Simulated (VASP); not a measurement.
Crystal: Os.

```
Os
1.0
     2.48926    0.00000    0.00000
     0.00000    2.48926    0.00000
     0.00000    0.00000    2.48926
Os
1
Direct
  0.00000 0.00000 0.00000
```

```yaml
Program: VASP 6.6.1
Task: relaxation of cell and atoms
Functional: PBE
Potentials_or_basis: VASP PAW PBE potentials, release 64 (Os)
Cutoff: 600 eV
k_mesh: 17 × 17 × 17
Occupations: fermi-dirac, width 0.08 eV
Spin: no spin polarisation
```

At the start: pressure 26.7 GPa; volume 15.42 Å³/atom.

Where does the relaxation end?

Over 19 steps the energy falls by 99.8 meV/atom and the volume is 16.72 Å³/atom (+8.4 %); space group Pm-3m (No. 221, to 0.05 Å).

The path:
| step | energy change (eV) | largest force (eV/Å) | pressure (GPa) | volume (Å³) |
| --- | --- | --- | --- | --- |
| 1 | 0.0000 | 0.0000 | 26.68 | 15.42 |
| 2 | 0.7089 | 0.0000 | -38.13 | 21.90 |
| 3 | -0.0985 | 0.0000 | -2.58 | 16.88 |
| 4 | -0.0998 | 0.0000 | -0.31 | 16.74 |
| 5 | -0.0998 | 0.0000 | 0.14 | 16.71 |
| 6 | -0.0998 | 0.0000 | 0.14 | 16.71 |
| 7 | -0.0998 | 0.0000 | 0.14 | 16.71 |
| 8 | -0.0998 | 0.0000 | 0.13 | 16.71 |
| 9 | -0.0998 | 0.0000 | 0.13 | 16.71 |
| 10 | -0.0998 | 0.0000 | 0.13 | 16.71 |
| 11 | -0.0998 | 0.0000 | 0.13 | 16.71 |
| 12 | -0.0998 | 0.0000 | 0.13 | 16.71 |
| 13 | -0.0998 | 0.0000 | 0.13 | 16.71 |
| 14 | -0.0998 | 0.0000 | 0.12 | 16.71 |
| 15 | -0.0998 | 0.0000 | 0.12 | 16.71 |
| 16 | -0.0998 | 0.0000 | 0.12 | 16.71 |
| 17 | -0.0998 | 0.0000 | 0.11 | 16.71 |
| 18 | -0.0998 | 0.0000 | 0.09 | 16.72 |
| 19 | -0.0998 | 0.0000 | -0.03 | 16.72 |

Final structure:
```
CELL_PARAMETERS angstrom
2.55720 0.00000 0.00000
0.00000 2.55720 0.00000
0.00000 0.00000 2.55720
ATOMIC_POSITIONS crystal
Os 0.00000 0.00000 0.00000
```
